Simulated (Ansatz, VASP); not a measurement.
## LiCl in VASP and in Ansatz

```
CELL_PARAMETERS angstrom
0.00000 2.80137 2.63194
2.80137 0.00000 2.63194
2.80137 2.80137 0.00000
ATOMIC_POSITIONS crystal
Li 0.00000 0.00000 0.00000
Cl 0.25000 0.25000 0.25000
```

Change from the starting cell: epitaxial_xy strain +2.5%.

Alike in both runs: task single point; functional r2SCAN; k mesh 8 × 8 × 8; no spin polarisation.

```csv
,VASP,Ansatz
version,VASP 6.6.1,Ansatz 0.2.0
potentials or method,"VASP PAW PBE potentials, release 64 (Li_sv, Cl)","plane waves, PAW"
plane-wave cutoff (eV),520,500
occupations,"gaussian, width 0.01 eV",fixed
valence electrons in the cell,10,10
```

Ansatz gave:

- gap on the k mesh at the Fermi level (eV): 6.60

Task: What did VASP give for the same quantities?

Result: gap on the k mesh at the Fermi level (eV): 6.65.

VASP's potentials were made for PBE, not for r2SCAN.

Noted on VASP's run: the cutoff is short for stress, so the pressure is rough.
